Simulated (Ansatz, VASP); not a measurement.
## HfO2 in VASP and in Ansatz

The input INCAR:

```
SYSTEM = HfO2
  ALGO = Normal
  EDIFF = 1E-6
  ENCUT = 520
  GGA = PE
  ISIF = 2
  ISMEAR = 0
  LASPH = .True.
  LCHARG = .False.
  LREAL = .False.
  LWAVE = .False.
  NBANDS = 18
  NELM = 80
  PREC = Accurate
  SIGMA = 0.05
```

Contents of KPOINTS:

```
k-points
0
Gamma
  8 8 8
  0 0 0
```

POSCAR

```
HfO2
1.0
   -0.1222723072      2.4978485615      2.4978485615
    2.4978485615     -0.1222723072      2.4978485615
    2.4978485615      2.4978485615     -0.1222723072
Hf O
1 2
Direct
    0.0000000000      0.0000000000      0.0000000000
    0.2500000000      0.2500000000      0.2500000000
    0.7500000000      0.7500000000      0.7500000000
```

Input for Ansatz:

```yaml
crystal:
  lattice:
    - [-0.1222723072, 2.4978485615, 2.4978485615]
    - [2.4978485615, -0.1222723072, 2.4978485615]
    - [2.4978485615, 2.4978485615, -0.1222723072]
  atoms:
    - { symbol: Hf, position: [0.0, 0.0, 0.0] }
    - { symbol: O, position: [0.25, 0.25, 0.25] }
    - { symbol: O, position: [0.75, 0.75, 0.75] }
basis:
  ecutwfc: 420
kpoints:
  mp_grid: { grid: [8, 8, 8] }
hamiltonian:
  xc: pbe
scf:
  occupations: { method: gaussian, width: 0.05 }
output:
  forces: true
  stress: true
  eigenvalues: true
```

Alike in both runs: task single point; functional PBE; k mesh 8 × 8 × 8; occupations gaussian, width 0.05 eV; no spin polarisation.

|  | VASP | Ansatz |
| --- | --- | --- |
| version | VASP 6.6.1 | Ansatz 0.2.0 |
| potentials or method | VASP PAW PBE potentials, release 64 (Hf_pv, O), cutoff 520 eV | scalar-relativistic, plane waves, PAW |
| valence electrons in the cell | 22 | 38 |

```csv
,VASP,Ansatz,Ansatz less VASP
gap on the k mesh at the Fermi level (eV),3.78,3.77,-0.010
least direct gap on the mesh (eV),3.78,3.77,-0.010
pressure (GPa),-4.3,-0.8,+3.49
"traceless stress, the component that is largest in VASP (GPa)",4.90,5.12,+0.219
rms of the force components (eV/Å),0.310,0.334,+0.0238
```

Atom by atom the forces differ by 0.024 eV/Å (rms over components). With one functional, cell and mesh, what is left measures potentials, basis and numerics. VASP's potentials hold 22 valence electrons a cell and Ansatz's 38, so a difference there can come from the potentials and not from the codes.

Spin-orbit coupling is off throughout.
